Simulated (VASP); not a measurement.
# Bi3As2 (P-3m1) in VASP: further runs, part 2 of 2

VASP 6.6.1. Earlier steps stand in the parts before.

### 3 Relaxation of cell and atoms, PBE

This run uses another cell than the first one, of 26.18 Å³/atom.

INCAR reads:

```
  PREC = Accurate
  ENCUT = 600
  EDIFF = 1E-7
  ISMEAR = 0
  SIGMA = 0.1
  LREAL = F
  LASPH = T
  NELM = 80
  ALGO = Fast
  ISIF = 3
  LWAVE = F
  LCHARG = F
  GGA = PE
  IBRION = 2
  NSW = 90
  EDIFFG = -0.04
```

KPOINTS reads:

```
Automatic mesh
0
Gamma
  6 6 4
```

POSCAR reads:

```
Bi3As2
1.0
    4.5972468984      0.0000000000      0.0000000000
   -2.2986234492      3.9813326015      0.0000000000
    0.0000000000      0.0000000000      7.1525694130
Bi As
3 2
Direct
    0.0000000000      0.0000000000      0.0000000000
    0.3333333333      0.6666666667      0.6450000000
    0.6666666667      0.3333333333      0.3550000000
    0.3333333333      0.6666666667      0.2450000000
    0.6666666667      0.3333333333      0.7550000000
```

Potentials or basis: VASP PAW PBE potentials, release 64 (Bi_d, As).

Command:

```sh
> cat potpaw_PBE.64/Bi_d/POTCAR potpaw_PBE.64/As/POTCAR > POTCAR
> mpirun -np 1 vasp_std > vasp.out
```

OUTCAR:

```text
PREC = Accurate
   ENCUT = 600
   EDIFF = 1E-7
   ISMEAR = 0
   LREAL = F
   LASPH = T
   NELM = 80
   ISIF = 3
   GGA = PE
   IBRION = 2
   NSW = 90
   EDIFFG = -0.04

 ion  position               nearest neighbor table
   1  0.000  0.000  0.000-   4 3.18   5 3.18   5 3.18   4 3.18   5 3.18   4 3.18   2 3.67   3 3.67
                             2 3.67   3 3.67   3 3.67   2 3.67
   2  0.333  0.667  0.645-   5 2.77   5 2.77   5 2.77   4 2.86   3 3.37   3 3.37   3 3.37   1 3.67
                             1 3.67   1 3.67
   3  0.667  0.333  0.355-   4 2.77   4 2.77   4 2.77   5 2.86   2 3.37   2 3.37   2 3.37   1 3.67
                             1 3.67   1 3.67
   4  0.333  0.667  0.245-   3 2.77   3 2.77   3 2.77   2 2.86   1 3.18   1 3.18   1 3.18
   5  0.667  0.333  0.755-   2 2.77   2 2.77   2 2.77   3 2.86   1 3.18   1 3.18   1 3.18

  LATTYP: Found a hexagonal cell.
 ALAT       =     4.5972468984
 C/A-ratio  =     1.5558375635

  Lattice vectors:

 A1 = (   4.5972468984,   0.0000000000,   0.0000000000)
 A2 = (  -2.2986234492,   3.9813326015,   0.0000000000)
 A3 = (   0.0000000000,   0.0000000000,   7.1525694130)

Analysis of symmetry for initial positions (statically):
=====================================================================
 Subroutine PRICEL returns:
 Original cell was already a primitive cell.

 Routine SETGRP: Setting up the symmetry group for a
 hexagonal supercell.

 Subroutine GETGRP returns: Found 12 space group operations
 (whereof 12 operations were pure point group operations)
 out of a pool of 24 trial point group operations.

The static configuration has the point symmetry D_3d.

Analysis of symmetry for dynamics (positions and initial velocities):
=====================================================================
 Subroutine PRICEL returns:
 Original cell was already a primitive cell.

 Routine SETGRP: Setting up the symmetry group for a
 hexagonal supercell.

 Subroutine GETGRP returns: Found 12 space group operations
 (whereof 12 operations were pure point group operations)
 out of a pool of 24 trial point group operations.

The dynamic configuration has the point symmetry D_3d.

 Subroutine INISYM returns: Found 12 space group operations
 (whereof 12 operations are pure point group operations),
 and found     1 'primitive' translations

[... 111 lines left out ...]
   NUPDOWN=      -1.0000    fix difference up-down
   EMIN   =  10.00;   EMAX   =-10.00  energy-range for DOS
   EFERMI =   0.00;   METHOD = LEGACY
   ISMEAR =     0;   SIGMA  =   0.10  broadening in eV -4-tet -1-fermi 0-gaus
   EFERMI_NEDOS =   21; number of points for ismear=-14 and -15
   IALGO  =     68    algorithm
   IMIX   =      4    mixing-type and parameters
     AMIX     =   0.40;   BMIX     =  1.00
     AMIX_MAG =   1.60;   BMIX_MAG =  1.00
  volume/ion in A,a.u.               =      26.18       176.69
  Fermi-wavevector in a.u.,A,eV,Ry     =   1.226120  2.317031 20.454590  1.503370
  Thomas-Fermi vector in A             =   2.361133
   LORBIT       =      0    0 simple, 1 ext, 2 COOP (PROOUT), +10 PAW based schemes
   GGA     = PE    functional components
   LHFCALC =     F    Hartree Fock is set to
   AEXX    =    0.0000 exact exchange contribution
   IVDW    =     0    specifies the selected vdW correction
   LEPSILON=     F    determine dielectric tensor
   LRPA    =     F    only Hartree local field effects (RPA)
 conjugate gradient relaxation of ions
 non-spin polarized calculation
 RMM-DIIS sequential band-by-band and
 Gauss-broadening in eV      SIGMA  =   0.10
  energy-cutoff  :      600.00
  volume of cell :      130.91
 maximum number of plane-waves:      4402
 NGX is ok and might be reduce to    40
   NGX = 19   NGY = 19   NGZ = 29

--------------------------------------- Ionic step        1  -------------------------------------------

 number of electron      55.0000000 magnetization

 Free energy of the ion-electron system (eV)
  ---------------------------------------------------
  ext. energy  EPLUGINS =         0.00000000
  ---------------------------------------------------
  free energy    TOTEN  =       -18.85628129 eV

  energy without entropy =      -18.84337838  energy(sigma->0) =      -18.84982984

 E-fermi :   7.8827     XC(G=0): -10.2768

 val. band max:        7.8594242374   @ k =   0.3333   0.1667   0.5000
 cond. band min:       7.8898824619   @ k =   0.3333  -0.0000   0.5000
 fundamental gap:      0.0304582245
 Fermi energy:         7.8826786546
[... 1843 lines left out ...]
  FREE ENERGIE OF THE ION-ELECTRON SYSTEM (eV)
  ---------------------------------------------------
  free  energy   TOTEN  =       -19.7680708675 eV

  energy  without entropy=      -19.7468182250  energy(sigma->0) =      -19.75744455

[... ionic steps 4 to 22 ...]

--------------------------------------- Ionic step       23  -------------------------------------------

 number of electron      55.0000000 magnetization

------------------------ aborting loop because EDIFF is reached ----------------------------------------
[... 73 lines left out ...]
--------------------------------------- Ionic step       25  -------------------------------------------

 number of electron      54.9999998 magnetization

 Free energy of the ion-electron system (eV)
  ---------------------------------------------------
  ext. energy  EPLUGINS =         0.00000000
  ---------------------------------------------------
  free energy    TOTEN  =       -20.14141307 eV

  energy without entropy =      -20.12912112  energy(sigma->0) =      -20.13526709

 E-fermi :   5.9967     XC(G=0):  -9.6048

 val. band max:        5.9940289995   @ k =   0.0000   0.0000   0.5000
 cond. band min:       6.0102856827   @ k =   0.1667   0.1667   0.2500
 fundamental gap:      0.0162566832
 Fermi energy:         5.9966890838
[... 894 lines left out ...]
  FREE ENERGIE OF THE ION-ELECTRON SYSTEM (eV)
  ---------------------------------------------------
  free  energy   TOTEN  =       -20.1414130732 eV

  energy  without entropy=      -20.1291211161  energy(sigma->0) =      -20.13526709

 reached required accuracy - stopping structural energy minimisation
```

OSZICAR:

```text
N       E                     dE             d eps       ncg     rms          rms(c)
DAV:   1     0.624505936542E+03    0.62451E+03   -0.29719E+04  1584   0.207E+03
DAV:   2     0.519809973390E+02   -0.57252E+03   -0.56568E+03  1608   0.542E+02
DAV:   3    -0.159608711240E+02   -0.67942E+02   -0.67161E+02  1950   0.193E+02
[... 346 lines left out ...]
RMM:   6    -0.201414092797E+02   -0.37379E-05   -0.69893E-05  2176   0.584E-02    0.789E-03
RMM:   7    -0.201414111837E+02   -0.19040E-05   -0.25279E-05  2110   0.332E-02    0.191E-03
RMM:   8    -0.201414122796E+02   -0.10959E-05   -0.70729E-06  2268   0.181E-02    0.131E-03
RMM:   9    -0.201414128527E+02   -0.57315E-06   -0.11253E-06  1355   0.567E-03    0.405E-04
RMM:  10    -0.201414130696E+02   -0.21693E-06   -0.31310E-07  1080   0.327E-03    0.216E-04
RMM:  11    -0.201414130732E+02   -0.35407E-08   -0.13432E-07   968   0.293E-03
  25 F= -.20141413E+02 E0= -.20135267E+02  d E =-.134229E-02
```

It took 51 min on 1 thread of Intel Xeon Platinum 8488C (Sapphire Rapids), shared host; peak memory 0.39 GiB.

What came out:

| Item | Value |
| --- | --- |
| Free energy | -20.1414 eV |
| Relaxed volume | 30.05 Å³/atom |
| Relaxed cell | a = 5.270 Å, b = 5.270 Å, c = 6.247 Å, α = 90.00°, β = 90.00°, γ = 120.00° |
| Space group after relaxing (to 0.1 Å) | P-3m1 (No. 164) |
| Energy gained by relaxing | 257.0 meV/atom |
| Ionic steps | 25 |
| Pressure after relaxing | 0.0 GPa |
| Largest force after relaxing | 0.030 eV/Å |
| Band gap on the k mesh | zero (an odd number of electrons rules out a gap without spin polarisation) |

Forces in eV/Å, atoms in the order of the input:
```
Bi   0.000  0.000  0.000
Bi   0.000  0.000  0.010
Bi   0.000  0.000 -0.010
As   0.000  0.000  0.030
As   0.000  0.000 -0.030
```

Stress tensor (GPa, compression positive):
```
 0.07  0.00  0.00
 0.00  0.07  0.00
 0.00  0.00 -0.21
```

Step by step:
```tsv
step	energy change (eV)	largest force (eV/Å)	pressure (GPa)	volume (Å³)
1	0.0000	1.4837	12.51	130.91
2	-0.6255	0.1022	-4.63	173.56
3	-0.9118	0.3637	-0.39	155.68
4	-0.9116	0.3807	-0.22	155.16
5	-0.9457	0.3403	-0.15	154.31
6	-1.0222	0.3115	0.20	151.63
7	-1.0763	0.3922	1.45	145.68
8	-1.1084	0.3538	0.31	147.99
9	-1.1195	0.3235	-0.87	150.62
10	-1.1376	0.3187	-0.98	150.39
11	-1.1825	0.3460	-0.93	149.58
12	-1.0123	0.3413	0.96	147.41
13	-1.1859	0.3562	-0.84	149.31
14	-1.1873	0.3368	-0.70	148.95
15	-1.2130	0.2628	1.14	144.88
16	-1.2137	0.2612	0.87	145.42
17	-1.2572	0.1561	0.50	147.30
18	-1.2643	0.1188	0.35	148.46
19	-1.2732	0.1097	-0.49	151.04
20	-1.2732	0.1102	-0.53	151.14
21	-1.2806	0.0814	-0.20	150.42
22	-1.2812	0.0860	-0.07	150.15
23	-1.2835	0.0703	0.17	149.62
24	-1.2838	0.0634	0.27	149.39
25	-1.2851	0.0302	-0.02	150.24
```

Final structure:
```cif
data_structure
_symmetry_space_group_name_H-M 'P 1'
_symmetry_Int_Tables_number 1
_cell_length_a 5.2700
_cell_length_b 5.2700
_cell_length_c 6.2466
_cell_angle_alpha 90.000
_cell_angle_beta 90.000
_cell_angle_gamma 120.000
_cell_volume 150.24
loop_
_atom_site_label
_atom_site_type_symbol
_atom_site_fract_x
_atom_site_fract_y
_atom_site_fract_z
_atom_site_occupancy
Bi1 Bi 0.00000 0.00000 0.00000 1
Bi2 Bi 0.33333 0.66667 0.72468 1
Bi3 Bi 0.66667 0.33333 0.27532 1
As1 As 0.33333 0.66667 0.20460 1
As2 As 0.66667 0.33333 0.79540 1
```

Caveat: spin-orbit coupling is left out, which moves the levels of the heavy elements.

The gap in the log of VASP goes by the Fermi energy; the results here count the filled bands.